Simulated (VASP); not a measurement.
A run of VASP 6.6.1:

File INCAR:

```
ALGO = Normal
EDIFF = 1E-7
ENCUT = 520
GGA = PS
ISIF = 2
ISMEAR = 0
LASPH = True
LCHARG = True
LELF = True
LREAL = False
LVHAR = True
LWAVE = False
NBANDS = 32
NELM = 60
PREC = Accurate
SIGMA = 0.1
```

KPOINTS

```
k-points
0
Gamma
  9 9 9
```

POSCAR

```
LaP2Ru2
1.0
   -2.0392011295      2.0392011295      5.5476799474
    2.0392011295     -2.0392011295      5.5476799474
    2.0392011295      2.0392011295     -5.5476799474
La P Ru
1 2 2
Direct
    0.0000000000      0.0000000000      0.0000000000
    0.6450900000      0.6450900000      0.0000000000
    0.3549100000      0.3549100000      0.0000000000
    0.7500000000      0.2500000000      0.5000000000
    0.2500000000      0.7500000000      0.5000000000
```

Potentials or basis: VASP PAW PBE potentials, release 64 (La, P, Ru_pv).

Launch:

```sh
$ cat potpaw_PBE.64/La/POTCAR potpaw_PBE.64/P/POTCAR potpaw_PBE.64/Ru_pv/POTCAR > POTCAR
$ mpirun -np 1 vasp_std > vasp.out
```

Hardware: 1 thread of AMD EPYC 9R45 96-Core Processor (Zen 5), with other jobs on the host.

Problem. How long does it take, and how much memory?

Solution. It took 6.8 min on 1 thread of AMD EPYC 9R45 96-Core Processor (Zen 5), on a shared host, peak memory 0.46 GiB. Counts: scf iterations 18, k points 75.
